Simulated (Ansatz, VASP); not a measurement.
**One calculation of Hf, two programs**

The input INCAR:

```
SYSTEM = Hf
PREC = Accurate
ENCUT = 520
EDIFF = 1E-6
ISMEAR = 0
SIGMA = 0.15
LREAL = .FALSE.
LASPH = .TRUE.
NELM = 60
ALGO = Normal
ISIF = 2
LWAVE = .FALSE.
LCHARG = .FALSE.
GGA = CA
NBANDS = 11
```

KPOINTS

```
Automatic mesh
0
G
  20 20 20
  0 0 0
```

The input POSCAR:

```
Hf
1.0
    0.0000000000      2.2086436809      2.2086436809
    2.2086436809      0.0000000000      2.2086436809
    2.2086436809      2.2086436809      0.0000000000
Hf
1
Direct
    0.0000000000      0.0000000000      0.0000000000
```

Input for Ansatz:

```yaml
crystal:
  lattice:
    - [0.0, 2.2086436809, 2.2086436809]
    - [2.2086436809, 0.0, 2.2086436809]
    - [2.2086436809, 2.2086436809, 0.0]
  atoms:
    - { symbol: Hf, position: [0.0, 0.0, 0.0] }
basis:
  ecutwfc: 420
kpoints:
  mp_grid: { grid: [20, 20, 20] }
hamiltonian:
  xc: lda
scf:
  occupations: { method: gaussian, width: 0.15 }
output:
  forces: true
  stress: true
  eigenvalues: true
```

Alike in both runs: task single point; functional LDA; k mesh 20 × 20 × 20; occupations gaussian, width 0.15 eV; no spin polarisation.

```csv
,VASP,Ansatz
version,VASP 6.6.1,Ansatz 0.2.0
potentials or method,"VASP PAW LDA potentials, release 64 (Hf_pv), cutoff 520 eV","scalar-relativistic, plane waves, PAW"
valence electrons in the cell,10,26
```

```csv
,VASP,Ansatz,Ansatz less VASP
gap on the k mesh at the Fermi level (eV),none,none,-
pressure (GPa),-4.1,-4.2,0.00
```

LDA's correlation is that of Perdew and Zunger in VASP and of Perdew and Wang (1992) in Ansatz. A gap of «none» marks a metal or a gap that the smearing closes. VASP's potentials hold 10 valence electrons a cell and Ansatz's 26, so a difference there can come from the potentials and not from the codes.

Neither program's run includes spin-orbit coupling.
